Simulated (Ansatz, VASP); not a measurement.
## Two plane-wave programs on Ti

INCAR

```
  PREC = Accurate
  ENCUT = 400
  EDIFF = 1E-8
  ISMEAR = -1
  SIGMA = 0.08
  LREAL = False
  LASPH = True
  NELM = 120
  ALGO = Normal
  ISIF = 2
  LWAVE = False
  LCHARG = False
  GGA = PE
  LEFG = True
  NBANDS = 19
  GGA_COMPAT = False
```

Contents of KPOINTS:

```
regular mesh
0
Gamma
  13 13 7
```

The input POSCAR:

```
Ti
1.0
    2.9499978604      0.0000000000      0.0000000000
   -1.4749989302      2.5547730882      0.0000000000
    0.0000000000      0.0000000000      4.7328600000
Ti
2
Direct
    0.3333333333      0.6666666667      0.2500000000
    0.6666666667      0.3333333333      0.7500000000
```

Input for Ansatz:

```yaml
crystal:
  lattice:
    - [2.9499978604, 0.0, 0.0]
    - [-1.4749989302, 2.5547730882, 0.0]
    - [0.0, 0.0, 4.73286]
  atoms:
    - { symbol: Ti, position: [0.3333333333, 0.6666666667, 0.25] }
    - { symbol: Ti, position: [0.6666666667, 0.3333333333, 0.75] }
kpoints:
  mp_grid: { grid: [13, 13, 7] }
scf:
  occupations: { method: fermi_dirac, width: 0.08 }
hamiltonian:
  xc: pbe
  pseudopotentials: { kind: paw }
output:
  forces: true
  stress: true
  eigenvalues: true
  efg: { contact_densities: true }
  write_density: true
  write_potential: true
  elf: true
  volumetric_format: npy
```

Change from the starting cell: zz strain of +1 %, PAW files.

Alike in both runs: task electric field gradients; functional PBE; k mesh 13 × 13 × 7; occupations fermi-dirac, width 0.08 eV; no spin polarisation.

```csv
,VASP,Ansatz
version,VASP 6.6.1,Ansatz 0.2.0
potentials or method,"VASP PAW PBE potentials, release 64 (Ti_sv)","PAW with Ansatz's default frozen-core files, scalar-relativistic"
plane-wave cutoff (eV),400,420
valence electrons in the cell,24,24
```

|  | VASP | Ansatz | Ansatz less VASP |
| --- | --- | --- | --- |
| pressure (GPa) | -3.6 | -2.6 | +0.96 |
| traceless stress, the component that is largest in VASP (GPa) | -0.96 | -0.97 | -0.004 |
| size of Vzz on the site where it differs most (V/Å²) | 14.3 | 15.9 | +1.65 |
